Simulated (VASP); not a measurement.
A run of VASP 6.6.1:

File INCAR:

```
SYSTEM = CoSi
PREC     = Accurate       ! precision mode
ENCUT    = 520            ! plane-wave cutoff, eV
EDIFF    = 1E-6           ! SCF threshold, eV
ISMEAR   = -1             ! smearing method
SIGMA    = 0.03           ! smearing width, eV
LREAL    = .False.        ! projectors in reciprocal space
LASPH    = .True.         ! aspherical terms in the spheres
NELM     = 150            ! most SCF steps
ALGO     = Normal         ! electronic algorithm
ISIF     = 2              ! what is computed and relaxed
LWAVE    = .False.        ! write WAVECAR
LCHARG   = .True.         ! write CHGCAR
ISPIN    = 2              ! spin polarisation
MAGMOM   = 0.68 0         ! initial moments
LORBIT   = 11             ! projections on sites
NUPDOWN  = 0.68           ! fixed moment
LMAXMIX  = 4              ! l up to which the mixer works
GGA      = PE             ! functional
LELF     = .True.         ! ELF
LVHAR    = .True.       
NBANDS   = 18             ! bands
```

The input KPOINTS:

```
Automatic mesh
0
Gamma
  14 14 14
  0 0 0
```

POSCAR

```
CoSi
1.0
    2.7813340000      0.0000000000      0.0000000000
    0.0000000000      2.7813340000      0.0000000000
    0.0000000000      0.0000000000      2.7813340000
Co Si
1 1
Direct
    0.0000000000      0.0000000000      0.0000000000
    0.5000000000      0.5000000000      0.5000000000
```

Potentials or basis: VASP PAW PBE potentials, release 64 (Co, Si).

The run is started by

```sh
$ cat potpaw_PBE.64/Co/POTCAR potpaw_PBE.64/Si/POTCAR > POTCAR
$ mpirun -np 1 vasp_std > vasp.out
```

Hardware: 1 thread of Intel(R) Xeon(R) Platinum 8559C (Emerald Rapids) (shared host).

**Question.** Estimate the wall time of this run.

**Answer.** Run time: 40 s on 1 thread of Intel(R) Xeon(R) Platinum 8559C (Emerald Rapids) (shared host), peak memory 0.2 GiB. Counts: scf iterations 15, k points 120.
